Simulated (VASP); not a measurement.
# Ca2TaO3 (P-6m2) in VASP: single point with PBE

Aim: the single point of Ca2TaO3 with PBE.

Program: VASP 6.6.1. These are calculated values, not measurements. Logs are shortened: lines on timing, memory, paths and dates and some standing lists are left out, and cuts for length are marked.

**1. The cell of the first run**

It takes space group P-6m2 (No. 187, hexagonal). Conventional cell: a = 3.424 Å, b = 3.424 Å, c = 15.924 Å, α = 90.00°, β = 90.00°, γ = 120.00°. Ca (site symmetry 3m) has 6 O at 2.38 Å and 1 Ta at 2.65 Å and 1 Ca at 2.65 Å within 3.1 Å. Within 3.1 Å of Ca (site symmetry 3m) lie 6 O at 2.38 Å and 2 Ca at 2.65 Å. Within 3.1 Å of Ta (site symmetry 3m) lie 6 O at 2.38 Å and 1 Ta at 2.65 Å and 1 Ca at 2.65 Å. Within 3.1 Å of O (site symmetry -6m2) lie 6 Ta at 2.38 Å. Within 3.1 Å of O (site symmetry 3m) lie 6 Ca at 2.38 Å. Within 3.1 Å of O (site symmetry 3m) lie 3 Ca at 2.38 Å and 3 Ta at 2.38 Å. O (site symmetry -6m2) has 6 Ca at 2.38 Å within 3.1 Å.

**2. Single point, PBE**

The input, INCAR:

```
SYSTEM = Ca2TaO3
ALGO = Normal
EDIFF = 1E-6
ENCUT = 520
GGA = PE
ISIF = 2
ISMEAR = 0
LASPH = .True.
LCHARG = .True.
LELF = .True.
LREAL = .False.
LVHAR = .True.
LWAVE = .False.
NBANDS = 61
NELM = 80
PREC = Accurate
SIGMA = 0.1
```

The input, KPOINTS:

```
k-points
0
Gamma
  6 6 1
  0 0 0
```

The input, POSCAR:

```
Ca2TaO3
1.0
    3.4244604300      0.0000000000      0.0000000000
   -1.7122302200      2.9656697300      0.0000000000
    0.0000000000      0.0000000000     15.9237410100
Ca Ta O
4 2 6
Direct
    0.0000000000      0.0000000000      0.2500000000
    0.0000000000      0.0000000000      0.5833333300
    0.0000000000      0.0000000000      0.4166666700
    0.0000000000      0.0000000000      0.7500000000
    0.0000000000      0.0000000000      0.9166666700
    0.0000000000      0.0000000000      0.0833333300
    0.3333333300      0.6666666700      0.0000000000
    0.3333333300      0.6666666700      0.3333333300
    0.3333333300      0.6666666700      0.6666666700
    0.6666666700      0.3333333300      0.1666666700
    0.6666666700      0.3333333300      0.5000000000
    0.6666666700      0.3333333300      0.8333333300
```

Potentials or basis: VASP PAW PBE potentials, release 64 (Ca_sv, Ta_pv, O).

On the command line:

```console
$ cat potpaw_PBE.64/Ca_sv/POTCAR potpaw_PBE.64/Ta_pv/POTCAR potpaw_PBE.64/O/POTCAR > POTCAR
$ mpirun -np 1 vasp_std > vasp.out
```

OUTCAR:

```text
SYSTEM = Ca2TaO3
   EDIFF = 1E-6
   ENCUT = 520
   GGA = PE
   ISIF = 2
   ISMEAR = 0
   LASPH = .True.
   LREAL = .False.
   NELM = 80
   PREC = Accurate

 ion  position               nearest neighbor table
   1  0.000  0.000  0.250-   8 2.38  10 2.38  10 2.38   8 2.38  10 2.38   8 2.38   3 2.65   6 2.65

   2  0.000  0.000  0.583-  11 2.38  11 2.38  11 2.38   9 2.38   9 2.38   9 2.38   3 2.65   4 2.65

   3  0.000  0.000  0.417-  11 2.38  11 2.38  11 2.38   8 2.38   8 2.38   8 2.38   2 2.65   1 2.65

   4  0.000  0.000  0.750-   9 2.38  12 2.38  12 2.38   9 2.38  12 2.38   9 2.38   2 2.65   5 2.65

   5  0.000  0.000  0.917-   7 2.38   7 2.38   7 2.38  12 2.38  12 2.38  12 2.38   6 2.65   4 2.65

   6  0.000  0.000  0.083-   7 2.38   7 2.38   7 2.38  10 2.38  10 2.38  10 2.38   5 2.65   1 2.65

   7  0.333  0.667  0.000-   5 2.38   6 2.38   5 2.38   6 2.38   5 2.38   6 2.38
   8  0.333  0.667  0.333-   1 2.38   1 2.38   1 2.38   3 2.38   3 2.38   3 2.38
   9  0.333  0.667  0.667-   4 2.38   4 2.38   4 2.38   2 2.38   2 2.38   2 2.38
  10  0.667  0.333  0.167-   1 2.38   1 2.38   1 2.38   6 2.38   6 2.38   6 2.38
  11  0.667  0.333  0.500-   2 2.38   3 2.38   2 2.38   3 2.38   2 2.38   3 2.38
  12  0.667  0.333  0.833-   4 2.38   4 2.38   4 2.38   5 2.38   5 2.38   5 2.38

  LATTYP: Found a hexagonal cell.
 ALAT       =     3.4244604300
 C/A-ratio  =     4.6500000031

  Lattice vectors:

 A1 = (   3.4244604300,   0.0000000000,   0.0000000000)
 A2 = (  -1.7122302200,   2.9656697300,   0.0000000000)
 A3 = (   0.0000000000,   0.0000000000,  15.9237410100)

Analysis of symmetry for initial positions (statically):
=====================================================================
 Subroutine PRICEL returns:
 Original cell was already a primitive cell.

 Routine SETGRP: Setting up the symmetry group for a
 hexagonal supercell.

 Subroutine GETGRP returns: Found 12 space group operations
 (whereof 12 operations were pure point group operations)
 out of a pool of 24 trial point group operations.

The static configuration has the point symmetry D_3h.

Analysis of symmetry for dynamics (positions and initial velocities):
=====================================================================
 Subroutine PRICEL returns:
 Original cell was already a primitive cell.

 Routine SETGRP: Setting up the symmetry group for a
 hexagonal supercell.

 Subroutine GETGRP returns: Found 12 space group operations
 (whereof 12 operations were pure point group operations)
 out of a pool of 24 trial point group operations.

The dynamic configuration has the point symmetry D_3h.

 Subroutine INISYM returns: Found 12 space group operations
 (whereof 12 operations are pure point group operations),
 and found     1 'primitive' translations

----------------------------------------------------------------------------------------

                                     Primitive cell

  volume of cell :     161.7186

  direct lattice vectors                    reciprocal lattice vectors
     3.424460430  0.000000000  0.000000000     0.292016807  0.168595982  0.000000000
    -1.712230220  2.965669730  0.000000000     0.000000000  0.337191964  0.000000000
     0.000000000  0.000000000 15.923741010     0.000000000  0.000000000  0.062799313

  length of vectors
     3.424460430  3.424460435 15.923741010     0.337191964  0.337191964  0.062799313

  position of ions in fractional coordinates (direct lattice)
     0.000000000  0.000000000  0.250000000
     0.000000000  0.000000000  0.583333330
     0.000000000  0.000000000  0.416666670
     0.000000000  0.000000000  0.750000000
     0.000000000  0.000000000  0.916666670
     0.000000000  0.000000000  0.083333330
     0.333333330  0.666666670  0.000000000
     0.333333330  0.666666670  0.333333330
     0.333333330  0.666666670  0.666666670
     0.666666670  0.333333330  0.166666670
     0.666666670  0.333333330  0.500000000
     0.666666670  0.333333330  0.833333330

  ion indices of the primitive-cell ions
   primitive index   ion index
                 1           1
                 2           2
                 3           3
                 4           4
                 5           5
                 6           6
                 7           7
                 8           8
                 9           9
                10          10
                11          11
                12          12

----------------------------------------------------------------------------------------

 KPOINTS: k-points

Automatic generation of k-mesh.
 Grid dimensions read from file:
 generate k-points for:    6    6    1

 Generating k-lattice:

  Cartesian coordinates                     Fractional coordinates (reciprocal lattice)
     0.048669468  0.028099330  0.000000000     0.166666667 -0.000000000  0.000000000
     0.000000000  0.056198661  0.000000000     0.000000000  0.166666667  0.000000000
     0.000000000  0.000000000  0.062799313     0.000000000  0.000000000  1.000000000

  Length of vectors
     0.056198661  0.056198661  0.062799313

  Shift w.r.t. Gamma in fractional coordinates (k-lattice)
     0.000000000  0.000000000  0.000000000

 Subroutine IBZKPT returns following result:
 ===========================================

 Found      7 irreducible k-points:

 Following reciprocal coordinates:
            Coordinates               Weight
  0.000000  0.000000  0.000000      1.000000
  0.166667  0.000000  0.000000      6.000000
  0.333333  0.000000  0.000000      6.000000
  0.500000  0.000000  0.000000      3.000000
  0.166667  0.166667  0.000000      6.000000
  0.333333  0.166667  0.000000     12.000000
  0.333333  0.333333  0.000000      2.000000
   k-points           NKPTS =      7   k-points in BZ     NKDIM =      7   number of bands    NBANDS=     61
   number of dos      NEDOS =    301   number of ions     NIONS =     12
   total plane-waves  NPLWV =  94080
   dimension x,y,z NGX =    28 NGY =   28 NGZ =  120
   dimension x,y,z NGXF=    56 NGYF=   56 NGZF=  240
   ions per type =               4   2   6
   NGX,Y,Z   is equivalent  to a cutoff of  13.59, 13.59, 12.53 a.u.
   NGXF,Y,Z  is equivalent  to a cutoff of  27.19, 27.19, 25.06 a.u.
 SYSTEM =  Ca2TaO3
   PREC   = accura    normal or accurate (medium, high low for compatibility)
   ISTART =      0    job   : 0-new  1-cont  2-samecut
   ICHARG =      2    charge: 1-file 2-atom 10-const
   ISPIN  =      1    spin polarized calculation?
   LNONCOLLINEAR =      F non collinear calculations
   LSORBIT =      F    spin-orbit coupling
   LASPH  =      T    aspherical Exc in radial PAW
   ENCUT  =  520.0 eV  38.22 Ry    6.18 a.u.   6.37  6.37 29.61*2*pi/ulx,y,z
   NELM   =     80;   NELMIN=  2; NELMDL= -5     # of ELM steps
   EDIFF  = 0.1E-05   stopping-criterion for ELM
   LREAL  =      F    real-space projection
   EDIFFG = 0.1E-04   stopping-criterion for IOM
   NSW    =      0    number of steps for IOM
   IBRION =     -1    ionic relax: 0-MD 1-quasi-New 2-CG
   NFREE  =      0    steps in history (QN), initial steepest desc. (CG)
   ISIF   =      2    stress and relaxation
   ISYM   =      2    0-nonsym 1-usesym 2-fastsym
   POTIM  = 0.5000    time-step for ionic-motion
   TEBEG  =    0.0;   TEEND  =   0.0 temperature during run
   PSTRESS=    0.0 pullay stress
   NELECT =      98.0000    total number of electrons
   NUPDOWN=      -1.0000    fix difference up-down
   EMIN   =  10.00;   EMAX   =-10.00  energy-range for DOS
   EFERMI =   0.00;   METHOD = LEGACY
   ISMEAR =     0;   SIGMA  =   0.10  broadening in eV -4-tet -1-fermi 0-gaus
   EFERMI_NEDOS =   21; number of points for ismear=-14 and -15
   IALGO  =     38    algorithm
   IMIX   =      4    mixing-type and parameters
     AMIX     =   0.40;   BMIX     =  1.00
     AMIX_MAG =   1.60;   BMIX_MAG =  1.00
  volume/ion in A,a.u.               =      13.48        90.94
  Fermi-wavevector in a.u.,A,eV,Ry     =   1.385363  2.617956 26.112709  1.919230
  Thomas-Fermi vector in A             =   2.509780
   LORBIT       =      0    0 simple, 1 ext, 2 COOP (PROOUT), +10 PAW based schemes
   GGA     = PE    functional components
   LHFCALC =     F    Hartree Fock is set to
   AEXX    =    0.0000 exact exchange contribution
   IVDW    =     0    specifies the selected vdW correction
   LEPSILON=     F    determine dielectric tensor
   LRPA    =     F    only Hartree local field effects (RPA)
 non-spin polarized calculation
 Gauss-broadening in eV      SIGMA  =   0.10
  energy-cutoff  :      520.00
  volume of cell :      161.72
 maximum number of plane-waves:      4385
 NGX is ok and might be reduce to    28
   NGX = 13   NGY = 13   NGZ = 59

 number of electron      97.9999985 magnetization

 Free energy of the ion-electron system (eV)
  ---------------------------------------------------
  ext. energy  EPLUGINS =         0.00000000
  ---------------------------------------------------
  free energy    TOTEN  =       -84.26551020 eV

  energy without entropy =      -84.22695375  energy(sigma->0) =      -84.24623197

 E-fermi :   5.9755     XC(G=0): -11.0655

 val. band max:        5.9702330529   @ k =   0.1667   0.0000   0.0000
 cond. band min:       6.0612872444   @ k =   0.3333   0.3333   0.0000
 fundamental gap:      0.0910541915
 Fermi energy:         5.9754679227

 k-point     1 :       0.0000    0.0000    0.0000
  band No.  band energies     occupation
      1     -35.1184      2.00000
      2     -35.0236      2.00000
      3     -34.9043      2.00000
      4     -34.8026      2.00000
      5     -30.0439      2.00000
      6     -29.6793      2.00000
[... 53 lines left out ...]
     60       8.6509      0.00000
     61       9.0876      0.00000

 k-point     2 :       0.1667    0.0000    0.0000
  band No.  band energies     occupation
      1     -35.1012      2.00000
      2     -35.0073      2.00000
      3     -34.8894      2.00000
      4     -34.7891      2.00000
      5     -30.0301      2.00000
      6     -29.7393      2.00000
[... 318 lines left out ...]
      5     -29.9805      2.00000
      6     -29.8467      2.00000
[... 53 lines left out ...]
     60       9.6707      0.00000
     61       9.7657      0.00000

------------------------ aborting loop because EDIFF is reached ----------------------------------------

  FORCE on cell =-STRESS in cart. coord.  units (eV):
  Direction    XX          YY          ZZ          XY          YZ          ZX
  --------------------------------------------------------------------------------------
  -------------------------------------------------------------------------------------
  Total      -12.0547510    -12.0547511     19.0263542      0.0000000      0.0000000      0.0000000
  in kB     -119.4287222   -119.4287225    188.4977271      0.0000002      0.0000000      0.0000000
  external PRESSURE =     -16.7865725 kB  Pullay stress =       0.0000000 kB

 VOLUME and BASIS-vectors are now :
 -----------------------------------------------------------------------------
  energy-cutoff  :      520.00
  volume of cell :      161.72
      direct lattice vectors                 reciprocal lattice vectors
     3.424460430  0.000000000  0.000000000     0.292016807  0.168595982  0.000000000
    -1.712230220  2.965669730  0.000000000     0.000000000  0.337191964  0.000000000
     0.000000000  0.000000000 15.923741010     0.000000000  0.000000000  0.062799313

 POSITION                                       TOTAL-FORCE (eV/Angst)
 -----------------------------------------------------------------------------------
      0.00000      0.00000      3.98094        -0.000000      0.000000      0.537298
      0.00000      0.00000      9.28885        -0.000000      0.000000      0.044827
      0.00000      0.00000      6.63489        -0.000000      0.000000     -0.044827
      0.00000      0.00000     11.94281        -0.000000      0.000000     -0.537298
      0.00000      0.00000     14.59676        -0.000000      0.000000      2.000567
      0.00000      0.00000      1.32698        -0.000000      0.000000     -2.000567
     -0.00000      1.97711      0.00000         0.000000      0.000000      0.000000
     -0.00000      1.97711      5.30791        -0.000000      0.000000     -0.178759
     -0.00000      1.97711     10.61583        -0.000000     -0.000000      0.178759
      1.71223      0.98856      2.65396        -0.000000      0.000000     -1.092496
      1.71223      0.98856      7.96187         0.000000      0.000000      0.000000
      1.71223      0.98856     13.26978        -0.000000      0.000000      1.092496
 -----------------------------------------------------------------------------------
    total drift:                               -0.000000      0.000000      0.000000

  FREE ENERGIE OF THE ION-ELECTRON SYSTEM (eV)
  ---------------------------------------------------
  free  energy   TOTEN  =       -84.2655101997 eV

  energy  without entropy=      -84.2269537467  energy(sigma->0) =      -84.24623197
```

It took 5.1 min on 1 thread of Intel Xeon 8259CL, shared host; peak memory 0.32 GiB.

What came out:

| Quantity | Value |
| --- | --- |
| Free energy | -84.2655 eV |
| Pressure | -1.7 GPa |
| Largest force | 2.001 eV/Å |
| Band gap on the k mesh | zero (bands 49 and 50 overlap by 0.90 eV) |

Forces on the atoms (eV/Å):
```
Ca   0.000  0.000  0.537
Ca   0.000  0.000  0.045
Ca   0.000  0.000 -0.045
Ca   0.000  0.000 -0.537
Ta   0.000  0.000  2.001
Ta   0.000  0.000 -2.001
O    0.000  0.000  0.000
O    0.000  0.000 -0.179
O    0.000  0.000  0.179
O    0.000  0.000 -1.092
O    0.000  0.000  0.000
O    0.000  0.000  1.092
```

Stress tensor (GPa, compression positive):
```
-11.94   0.00   0.00
  0.00 -11.94   0.00
  0.00   0.00  18.85
```

Levels at points of the mesh, in eV from the Fermi level:
```
           k point  band 46  band 47  band 48  band 49  band 50  band 51  band 52  band 53
(0.00, 0.00, 0.00)    -3.34    -2.43    -0.75    -0.68    -0.68     0.26     0.26     0.56
(0.50, 0.00, 0.00)    -3.65    -2.56    -0.51     0.22     1.20     1.40     1.46     1.61
```

Caveat: the k points lie up to 0.39 Å⁻¹ apart, too coarse for converged energies and pressures of a metal; spin-orbit coupling is left out, which moves the levels of the heavy elements; forces of over 1 eV/Å act on the atoms, so gaps and moduli don't describe the material at rest.

The gap in the log of VASP goes by the Fermi energy; the results here count the filled bands.